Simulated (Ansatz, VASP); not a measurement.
One calculation of Ti, two programs

Contents of POSCAR:

```
Ti
1.0
   -1.6410000000      1.6410000000      1.6410000000
    1.6410000000     -1.6410000000      1.6410000000
    1.6410000000      1.6410000000     -1.6410000000
Ti
1
Direct
    0.0000000000      0.0000000000      0.0000000000
```

Contents of INCAR.step1:

```
  ALGO = Normal
  EDIFF = 1E-5
  ENCUT = 520
  GGA = PE
  ISIF = 2
  ISMEAR = -1
  LASPH = T
  LCHARG = F
  LREAL = F
  LWAVE = T
  NBANDS = 12
  NELM = 60
  PREC = Accurate
  SIGMA = 0.05
```

INCAR.step2

```
  AEXX = 0.25
  ALGO = Normal
  EDIFF = 1E-6
  ENCUT = 520
  ISIF = 2
  ISMEAR = -1
  ISTART = 1
  LASPH = T
  LCHARG = F
  LHFCALC = T
  LMIXTAU = T
  LREAL = F
  LWAVE = F
  METAGGA = R2SCAN
  NBANDS = 12
  NELM = 60
  PREC = Accurate
  PRECFOCK = Normal
  SIGMA = 0.05
```

Contents of KPOINTS:

```
k-points
0
Gamma
  6 6 6
```

The input input.yaml:

```yaml
crystal:
  lattice:
    - [-1.641, 1.641, 1.641]
    - [1.641, -1.641, 1.641]
    - [1.641, 1.641, -1.641]
  atoms:
    - { symbol: Ti, position: [0.0, 0.0, 0.0] }
hamiltonian:
  xc: r2scan0
  pseudopotentials: { kind: paw }
kpoints:
  mp_grid: { grid: [6, 6, 6] }
scf:
  occupations: { method: fermi_dirac, width: 0.05 }
output:
  forces: true
  stress: true
  eigenvalues: true
  write_density: true
  write_potential: true
  elf: true
  volumetric_format: npy
```

Alike in both runs: task single point; functional r2SCAN0; k mesh 6 × 6 × 6; occupations fermi-dirac, width 0.05 eV; no spin polarisation.

```csv
,VASP,Ansatz
version,VASP 6.6.1,Ansatz 0.2.0
potentials or method,"VASP PAW PBE potentials, release 64 (Ti_sv)",Ansatz PAW
plane-wave cutoff (eV),520,500
valence electrons in the cell,12,12
```

```csv
,VASP,Ansatz,Ansatz less VASP
gap on the k mesh at the Fermi level (eV),none,none,-
pressure (GPa),-2.7,-2.7,-0.04
```

VASP's potentials were made for PBE, not for r2SCAN0. A gap of «none» marks a metal or a gap that the smearing closes. With one functional, cell and mesh, what is left measures potentials, basis and numerics.

The k mesh is coarse, so the values compare programs but aren't converged.
